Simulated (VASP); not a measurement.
# LaB6 (Pm-3m) in VASP: a series of runs

LaB6 is run at these levels: PBE; tasks: single point, relaxation of cell and atoms.

Program: VASP 6.6.1. These are calculated values, not measurements. Logs are shortened: lines on timing, memory, paths and dates and some standing lists are left out, and cuts for length are marked.

### 1 The cell of the first run

It takes space group Pm-3m (No. 221, cubic). Conventional cell: a = 4.155 Å, b = 4.155 Å, c = 4.155 Å, α = 90.00°, β = 90.00°, γ = 90.00°. Within 4.2 Å of La (site symmetry m-3m) lie 24 B at 3.05 Å and 6 La at 4.16 Å. Within 2.2 Å of B (site symmetry 4mm) lie 5 B at 1.66 to 1.76 Å.

### 2 Single point, PBE

INCAR reads:

```
SYSTEM = LaB6
PREC     = Accurate       ! precision mode
ENCUT    = 520            ! plane-wave cutoff, eV
EDIFF    = 1E-6           ! SCF threshold, eV
ISMEAR   = 0              ! smearing method
SIGMA    = 0.1            ! smearing width, eV
LREAL    = .False.        ! projectors in reciprocal space
LASPH    = .True.         ! aspherical terms in the spheres
NELM     = 100            ! most SCF steps
ALGO     = Normal         ! electronic algorithm
ISIF     = 2              ! what is computed and relaxed
LWAVE    = .False.        ! write WAVECAR
LCHARG   = .False.        ! write CHGCAR
GGA      = PE             ! functional
NBANDS   = 24             ! bands
```

KPOINTS reads:

```
regular mesh
0
Gamma
  10 10 10
  0 0 0
```

POSCAR reads:

```
LaB6
1.0
    4.1550229759      0.0000000000      0.0000000000
    0.0000000000      4.1550229759      0.0000000000
    0.0000000000      0.0000000000      4.1550229759
La B
1 6
Direct
    0.0000000000      0.0000000000      0.0000000000
    0.8001645391      0.5000000000      0.5000000000
    0.1998354609      0.5000000000      0.5000000000
    0.5000000000      0.5000000000      0.8001645391
    0.5000000000      0.5000000000      0.1998354609
    0.5000000000      0.1998354609      0.5000000000
    0.5000000000      0.8001645391      0.5000000000
```

Potentials or basis: VASP PAW PBE potentials, release 64 (La, B).

Launch:

```bash
$ cat potpaw_PBE.64/La/POTCAR potpaw_PBE.64/B/POTCAR > POTCAR
$ mpirun -np 1 vasp_std > vasp.out
```

OUTCAR:

```text
SYSTEM = LaB6
   PREC = Accurate
   ENCUT = 520
   EDIFF = 1E-6
   ISMEAR = 0
   LREAL = .False.
   LASPH = .True.
   NELM = 100
   ISIF = 2
   GGA = PE

 ion  position               nearest neighbor table
   1  0.000  0.000  0.000-
   2  0.800  0.500  0.500-   3 1.66   4 1.76   5 1.76   6 1.76   7 1.76
   3  0.200  0.500  0.500-   2 1.66   4 1.76   5 1.76   6 1.76   7 1.76
   4  0.500  0.500  0.800-   5 1.66   3 1.76   2 1.76   6 1.76   7 1.76
   5  0.500  0.500  0.200-   4 1.66   3 1.76   2 1.76   6 1.76   7 1.76
   6  0.500  0.200  0.500-   7 1.66   3 1.76   4 1.76   5 1.76   2 1.76
   7  0.500  0.800  0.500-   6 1.66   3 1.76   4 1.76   5 1.76   2 1.76

  LATTYP: Found a simple cubic cell.
 ALAT       =     4.1550229759

  Lattice vectors:

 A1 = (   4.1550229759,   0.0000000000,   0.0000000000)
 A2 = (   0.0000000000,   4.1550229759,   0.0000000000)
 A3 = (   0.0000000000,   0.0000000000,   4.1550229759)

Analysis of symmetry for initial positions (statically):
=====================================================================
 Subroutine PRICEL returns:
 Original cell was already a primitive cell.

 Routine SETGRP: Setting up the symmetry group for a
 simple cubic supercell.

 Subroutine GETGRP returns: Found 48 space group operations
 (whereof 48 operations were pure point group operations)
 out of a pool of 48 trial point group operations.

The static configuration has the point symmetry O_h .

Analysis of symmetry for dynamics (positions and initial velocities):
=====================================================================
 Subroutine PRICEL returns:
 Original cell was already a primitive cell.

 Routine SETGRP: Setting up the symmetry group for a
 simple cubic supercell.

 Subroutine GETGRP returns: Found 48 space group operations
 (whereof 48 operations were pure point group operations)
 out of a pool of 48 trial point group operations.

The dynamic configuration has the point symmetry O_h .

 Subroutine INISYM returns: Found 48 space group operations
 (whereof 48 operations are pure point group operations),
 and found     1 'primitive' translations

----------------------------------------------------------------------------------------

                                     Primitive cell

  volume of cell :      71.7332

  direct lattice vectors                    reciprocal lattice vectors
     4.155022976  0.000000000  0.000000000     0.240672556  0.000000000  0.000000000
     0.000000000  4.155022976  0.000000000     0.000000000  0.240672556  0.000000000
     0.000000000  0.000000000  4.155022976     0.000000000  0.000000000  0.240672556

  length of vectors
     4.155022976  4.155022976  4.155022976     0.240672556  0.240672556  0.240672556

  position of ions in fractional coordinates (direct lattice)
     0.000000000  0.000000000  0.000000000
     0.800164539  0.500000000  0.500000000
     0.199835461  0.500000000  0.500000000
     0.500000000  0.500000000  0.800164539
     0.500000000  0.500000000  0.199835461
     0.500000000  0.199835461  0.500000000
     0.500000000  0.800164539  0.500000000

  ion indices of the primitive-cell ions
   primitive index   ion index
                 1           1
                 2           2
                 3           3
                 4           4
                 5           5
                 6           6
                 7           7

----------------------------------------------------------------------------------------

 KPOINTS: regular mesh

Automatic generation of k-mesh.
 Grid dimensions read from file:
 generate k-points for:   10   10   10

 Generating k-lattice:

  Cartesian coordinates                     Fractional coordinates (reciprocal lattice)
     0.024067256  0.000000000  0.000000000     0.100000000  0.000000000  0.000000000
     0.000000000  0.024067256  0.000000000     0.000000000  0.100000000  0.000000000
     0.000000000  0.000000000  0.024067256     0.000000000  0.000000000  0.100000000

  Length of vectors
     0.024067256  0.024067256  0.024067256

  Shift w.r.t. Gamma in fractional coordinates (k-lattice)
     0.000000000  0.000000000  0.000000000

 Subroutine IBZKPT returns following result:
 ===========================================

 Found     56 irreducible k-points:

 Following reciprocal coordinates:
            Coordinates               Weight
  0.000000  0.000000  0.000000      1.000000
  0.100000  0.000000  0.000000      6.000000
  0.200000  0.000000  0.000000      6.000000
  0.300000  0.000000  0.000000      6.000000
  0.400000  0.000000  0.000000      6.000000
  0.500000  0.000000  0.000000      3.000000
[... 16 lines left out ...]
  0.200000  0.100000  0.100000     24.000000
  0.300000  0.100000  0.100000     24.000000
 [... further k-points ...]
   k-points           NKPTS =     56   k-points in BZ     NKDIM =     56   number of bands    NBANDS=     24
   number of dos      NEDOS =    301   number of ions     NIONS =      7
   total plane-waves  NPLWV =  32768
   dimension x,y,z NGX =    32 NGY =   32 NGZ =   32
   dimension x,y,z NGXF=    64 NGYF=   64 NGZF=   64
   ions per type =               1   6
   NGX,Y,Z   is equivalent  to a cutoff of  12.80, 12.80, 12.80 a.u.
   NGXF,Y,Z  is equivalent  to a cutoff of  25.61, 25.61, 25.61 a.u.
 SYSTEM =  LaB6
   PREC   = accura    normal or accurate (medium, high low for compatibility)
   ISTART =      0    job   : 0-new  1-cont  2-samecut
   ICHARG =      2    charge: 1-file 2-atom 10-const
   ISPIN  =      1    spin polarized calculation?
   LNONCOLLINEAR =      F non collinear calculations
   LSORBIT =      F    spin-orbit coupling
   LASPH  =      T    aspherical Exc in radial PAW
   ENCUT  =  520.0 eV  38.22 Ry    6.18 a.u.   7.73  7.73  7.73*2*pi/ulx,y,z
   NELM   =    100;   NELMIN=  2; NELMDL= -5     # of ELM steps
   EDIFF  = 0.1E-05   stopping-criterion for ELM
   LREAL  =      F    real-space projection
   EDIFFG = 0.1E-04   stopping-criterion for IOM
   NSW    =      0    number of steps for IOM
   IBRION =     -1    ionic relax: 0-MD 1-quasi-New 2-CG
   NFREE  =      0    steps in history (QN), initial steepest desc. (CG)
   ISIF   =      2    stress and relaxation
   ISYM   =      2    0-nonsym 1-usesym 2-fastsym
   POTIM  = 0.5000    time-step for ionic-motion
   TEBEG  =    0.0;   TEEND  =   0.0 temperature during run
   PSTRESS=    0.0 pullay stress
   NELECT =      29.0000    total number of electrons
   NUPDOWN=      -1.0000    fix difference up-down
   EMIN   =  10.00;   EMAX   =-10.00  energy-range for DOS
   EFERMI =   0.00;   METHOD = LEGACY
   ISMEAR =     0;   SIGMA  =   0.10  broadening in eV -4-tet -1-fermi 0-gaus
   EFERMI_NEDOS =   21; number of points for ismear=-14 and -15
   IALGO  =     38    algorithm
   IMIX   =      4    mixing-type and parameters
     AMIX     =   0.40;   BMIX     =  1.00
     AMIX_MAG =   1.60;   BMIX_MAG =  1.00
  volume/ion in A,a.u.               =      10.25        69.15
  Fermi-wavevector in a.u.,A,eV,Ry     =   1.210507  2.287527 19.936996  1.465328
  Thomas-Fermi vector in A             =   2.346052
   LORBIT       =      0    0 simple, 1 ext, 2 COOP (PROOUT), +10 PAW based schemes
   GGA     = PE    functional components
   LHFCALC =     F    Hartree Fock is set to
   AEXX    =    0.0000 exact exchange contribution
   IVDW    =     0    specifies the selected vdW correction
   LEPSILON=     F    determine dielectric tensor
   LRPA    =     F    only Hartree local field effects (RPA)
 non-spin polarized calculation
 Gauss-broadening in eV      SIGMA  =   0.10
  energy-cutoff  :      520.00
  volume of cell :       71.73
 maximum number of plane-waves:      1956
 NGX is ok and might be reduce to    32
   NGX = 15   NGY = 15   NGZ = 15

 number of electron      29.0000003 magnetization

 Free energy of the ion-electron system (eV)
  ---------------------------------------------------
  ext. energy  EPLUGINS =         0.00000000
  ---------------------------------------------------
  free energy    TOTEN  =       -49.04630229 eV

  energy without entropy =      -49.04145807  energy(sigma->0) =      -49.04388018

 E-fermi :   8.5649     XC(G=0): -11.2581

 val. band max:        8.4732529004   @ k =   0.5000   0.3000   0.1000
 cond. band min:       8.5990940156   @ k =   0.4000   0.3000   0.1000
 fundamental gap:      0.1258411152
 Fermi energy:         8.5648519012

 k-point     1 :       0.0000    0.0000    0.0000
  band No.  band energies     occupation
      1     -24.5018      2.00000
      2      -8.2280      2.00000
      3      -8.2280      2.00000
      4      -8.2280      2.00000
      5      -6.9603      2.00000
      6       0.6660      2.00000
[... 16 lines left out ...]
     23      10.5666      0.00000
     24      11.7059      0.00000

 k-point     2 :       0.1000    0.0000    0.0000
  band No.  band energies     occupation
      1     -24.4994      2.00000
      2      -8.3354      2.00000
      3      -8.2204      2.00000
      4      -8.2204      2.00000
      5      -6.8470      2.00000
      6       0.0522      2.00000
[... 16 lines left out ...]
     23      10.6465      0.00000
     24      11.7017      0.00000

 k-point     3 :       0.2000    0.0000    0.0000
  band No.  band energies     occupation
      1     -24.4934      2.00000
      2      -8.5640      2.00000
      3      -8.2003      2.00000
      4      -8.2003      2.00000
      5      -6.5954      2.00000
      6      -0.7500      2.00000
[... 16 lines left out ...]
     23      10.9093      0.00000
     24      11.4168      0.00000

 k-point     4 :       0.3000    0.0000    0.0000
  band No.  band energies     occupation
      1     -24.4858      2.00000
      2      -8.7909      2.00000
      3      -8.1752      2.00000
      4      -8.1752      2.00000
      5      -6.3221      2.00000
      6      -1.4219      2.00000
[... 16 lines left out ...]
     23      10.9448      0.00000
     24      10.9448      0.00000

 k-point     5 :       0.4000    0.0000    0.0000
  band No.  band energies     occupation
      1     -24.4797      2.00000
      2      -8.9490      2.00000
      3      -8.1546      2.00000
      4      -8.1546      2.00000
      5      -6.1078      2.00000
      6      -1.8790      2.00000
[... 16 lines left out ...]
     23      10.7209      0.00000
     24      10.7209      0.00000

 k-point     6 :       0.5000    0.0000    0.0000
  band No.  band energies     occupation
      1     -24.4774      2.00000
      2      -9.0051      2.00000
      3      -8.1467      2.00000
      4      -8.1467      2.00000
      5      -6.0245      2.00000
      6      -2.0441      2.00000
[... 16 lines left out ...]
     23      10.7293      0.00000
     24      10.8533      0.00000
[... 379 lines left out ...]
 k-point    21 :       0.5000    0.5000    0.0000
  band No.  band energies     occupation
      1     -24.4540      2.00000
      2      -8.6536      2.00000
      3      -8.6536      2.00000
      4      -8.0806      2.00000
      5      -6.4280      2.00000
      6      -0.8107      2.00000
[... 16 lines left out ...]
     23      11.7800      0.00000
     24      11.7803      0.00000

 k-point    22 :       0.1000    0.1000    0.1000
  band No.  band energies     occupation
      1     -24.4948      2.00000
      2      -8.3964      2.00000
      3      -8.2623      2.00000
      4      -8.2623      2.00000
      5      -6.6738      2.00000
      6      -0.1856      2.00000
[... 16 lines left out ...]
     23      10.7110      0.00000
     24      11.6951      0.00000

 k-point    23 :       0.2000    0.1000    0.1000
  band No.  band energies     occupation
      1     -24.4888      2.00000
      2      -8.5515      2.00000
      3      -8.2744      2.00000
      4      -8.2406      2.00000
      5      -6.4915      2.00000
      6      -0.7100      2.00000
[... 16 lines left out ...]
     23      10.8924      0.00000
     24      11.3695      0.00000

 k-point    24 :       0.3000    0.1000    0.1000
  band No.  band energies     occupation
      1     -24.4813      2.00000
      2      -8.7503      2.00000
      3      -8.2441      2.00000
      4      -8.2133      2.00000
      5      -6.2925      2.00000
      6      -1.3013      2.00000
[... 16 lines left out ...]
     23      11.0332      0.00000
     24      11.1024      0.00000

 [... further k-points ...]

------------------------ aborting loop because EDIFF is reached ----------------------------------------

  FORCE on cell =-STRESS in cart. coord.  units (eV):
  Direction    XX          YY          ZZ          XY          YZ          ZX
  --------------------------------------------------------------------------------------
  -------------------------------------------------------------------------------------
  Total       -0.0299143     -0.0299143     -0.0299143      0.0000000      0.0000000     -0.0000000
  in kB       -0.6681428     -0.6681428     -0.6681428      0.0000000      0.0000000     -0.0000000
  external PRESSURE =      -0.6681428 kB  Pullay stress =       0.0000000 kB

 VOLUME and BASIS-vectors are now :
 -----------------------------------------------------------------------------
  energy-cutoff  :      520.00
  volume of cell :       71.73
      direct lattice vectors                 reciprocal lattice vectors
     4.155022976  0.000000000  0.000000000     0.240672556  0.000000000  0.000000000
     0.000000000  4.155022976  0.000000000     0.000000000  0.240672556  0.000000000
     0.000000000  0.000000000  4.155022976     0.000000000  0.000000000  0.240672556

 POSITION                                       TOTAL-FORCE (eV/Angst)
 -----------------------------------------------------------------------------------
      0.00000      0.00000      0.00000        -0.000000      0.000000      0.000000
      3.32470      2.07751      2.07751         0.021095      0.000000     -0.000000
      0.83032      2.07751      2.07751        -0.021095      0.000000      0.000000
      2.07751      2.07751      3.32470         0.000000      0.000000      0.021095
      2.07751      2.07751      0.83032         0.000000      0.000000     -0.021095
      2.07751      0.83032      2.07751        -0.000000     -0.021095     -0.000000
      2.07751      3.32470      2.07751         0.000000      0.021095      0.000000
 -----------------------------------------------------------------------------------
    total drift:                                0.000000     -0.000000     -0.000000

  FREE ENERGIE OF THE ION-ELECTRON SYSTEM (eV)
  ---------------------------------------------------
  free  energy   TOTEN  =       -49.0463022907 eV

  energy  without entropy=      -49.0414580728  energy(sigma->0) =      -49.04388018
```

It took 38 s on 1 thread of Intel Xeon 6975P-C (Granite Rapids), shared host; peak memory 0.24 GiB.

Results:

```yaml
Free_energy: -49.0463 eV
Pressure: -0.1 GPa
Largest_force: 0.021 eV/Å
Band_gap_on_the_k_mesh: zero (an odd number of electrons rules out a gap without spin polarisation)
```

Forces on the atoms (eV/Å):
```
La   0.000  0.000  0.000
B    0.021  0.000  0.000
B   -0.021  0.000  0.000
B    0.000  0.000  0.021
B    0.000  0.000 -0.021
B    0.000 -0.021  0.000
B    0.000  0.021  0.000
```

Caveat: spin-orbit coupling is left out, which moves the levels of the heavy elements.

### 3 Relaxation of cell and atoms, PBE

INCAR reads:

```
SYSTEM = LaB6
PREC = Accurate ; ENCUT = 600
EDIFF = 1E-6 ; ISMEAR = 0
SIGMA = 0.1 ; LREAL = .FALSE.
LASPH = .TRUE. ; NELM = 100
ALGO = Normal ; ISIF = 3
LWAVE = .FALSE. ; LCHARG = .FALSE.
GGA = PE ; IBRION = 2
NSW = 70 ; EDIFFG = -0.02
```

KPOINTS reads:

```
Automatic mesh
0
G
  10 10 10
  0 0 0
```

POSCAR reads:

```
LaB6
1.0
    4.1526083900      0.0000000000      0.0000000000
    0.0000000000      4.1526083900      0.0000000000
    0.0000000000      0.0000000000      4.1526083900
La B
1 6
Direct
    0.0000000000      0.0000000000      0.0000000000
    0.8001218400      0.5000000000      0.5000000000
    0.1998781900      0.5000000000      0.5000000000
    0.5000000000      0.5000000000      0.8001218400
    0.5000000000      0.5000000000      0.1998781900
    0.5000000000      0.1998781900      0.5000000000
    0.5000000000      0.8001218400      0.5000000000
```

Potentials or basis: VASP PAW PBE potentials, release 64 (La, B).

Launch:

```bash
$ cat potpaw_PBE.64/La/POTCAR potpaw_PBE.64/B/POTCAR > POTCAR
$ mpirun -np 1 vasp_std > vasp.out
```

Wall time 76 s (1 thread of Intel Xeon 6975P-C (Granite Rapids), shared host); peak memory 0.28 GiB.

The run converged. Its results:

```yaml
Free_energy: -49.0523 eV
Relaxed_volume: 10.24 Å³/atom
Relaxed_cell: a = 4.154 Å, b = 4.154 Å, c = 4.154 Å, α = 90.00°, β = 90.00°, γ = 90.00°
Space_group_after_relaxing_to_0.1_Å: Pm-3m (No. 221)
Energy_gained_by_relaxing: 0.0 meV/atom
Ionic_steps: 3
Pressure_after_relaxing: 0.1 GPa
Largest_force_after_relaxing: 0.004 eV/Å
Band_gap_on_the_k_mesh: zero (an odd number of electrons rules out a gap without spin polarisation)
```

Forces on the atoms (eV/Å):
```
La   0.000  0.000  0.000
B   -0.004  0.000  0.000
B    0.004  0.000  0.000
B    0.000  0.000 -0.004
B    0.000  0.000  0.004
B    0.000  0.004  0.000
B    0.000 -0.004  0.000
```

The path:
```tsv
step	energy change (eV)	largest force (eV/Å)	pressure (GPa)	volume (Å³)
1	0.0000	0.0402	0.23	71.61
2	0.0003	0.0896	-0.24	71.76
3	-0.0001	0.0045	0.06	71.66
```

Final structure:
```cif
data_structure
_symmetry_space_group_name_H-M 'P 1'
_symmetry_Int_Tables_number 1
_cell_length_a 4.1536
_cell_length_b 4.1536
_cell_length_c 4.1536
_cell_angle_alpha 90.000
_cell_angle_beta 90.000
_cell_angle_gamma 90.000
_cell_volume 71.66
loop_
_atom_site_label
_atom_site_type_symbol
_atom_site_fract_x
_atom_site_fract_y
_atom_site_fract_z
_atom_site_occupancy
La1 La 0.00000 0.00000 0.00000 1
B1 B 0.80028 0.50000 0.50000 1
B2 B 0.19972 0.50000 0.50000 1
B3 B 0.50000 0.50000 0.80028 1
B4 B 0.50000 0.50000 0.19972 1
B5 B 0.50000 0.19972 0.50000 1
B6 B 0.50000 0.80028 0.50000 1
```

Levels at points of the mesh, in eV from the Fermi level:
```
           k point  band 12  band 13  band 14  band 15  band 16  band 17
(0.00, 0.00, 0.00)    -1.85    -1.85    -1.85     0.22     0.22     0.22
(0.50, 0.00, 0.00)    -3.45    -3.18    -2.46    -1.47     1.47     1.58
(0.50, 0.50, 0.00)    -4.44    -2.88    -2.88     1.03     1.03     1.96
(0.50, 0.50, 0.50)    -2.39    -2.39    -2.39     1.47     1.76     1.76
```

Caveat: spin-orbit coupling is left out, which moves the levels of the heavy elements.
